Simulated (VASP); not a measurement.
TiSi16 (a cell with a defect), 17 atoms in the cell. The cell holds a defect, 17 atoms: a = 7.679 Å, b = 7.679 Å, c = 7.679 Å, α = 60.00°, β = 60.00°, γ = 60.00°. 

* Program: VASP 6.6.1
* Task: single point
* Functional: PBE
* Potentials or basis: VASP PAW PBE potentials, release 64 (Si, Ti_sv)
* Cutoff: 520 eV
* k mesh: 2 × 2 × 2
* Occupations: gaussian, width 0.02 eV
* Spin: no spin polarisation
* Dipole correction: no
* Further INCAR settings: LREAL = Auto; ALGO = Normal; EDIFF = 1e-07; NBANDS = 52

Potentials or basis: VASP PAW PBE potentials, release 64 (Si, Ti_sv).

The run is started by

```console
$ cat potpaw_PBE.64/Si/POTCAR potpaw_PBE.64/Ti_sv/POTCAR > POTCAR
$ mpirun -np 1 vasp_std > vasp.out
```

Hardware: 1 thread of Intel(R) Xeon(R) 6975P-C (Granite Rapids), with other jobs on the host.

How long does it take, and how much memory?

Wall time 3 min on 1 thread of Intel(R) Xeon(R) 6975P-C (Granite Rapids) (shared host), peak memory 0.5 GiB. Counts: scf iterations 18, k points 8.
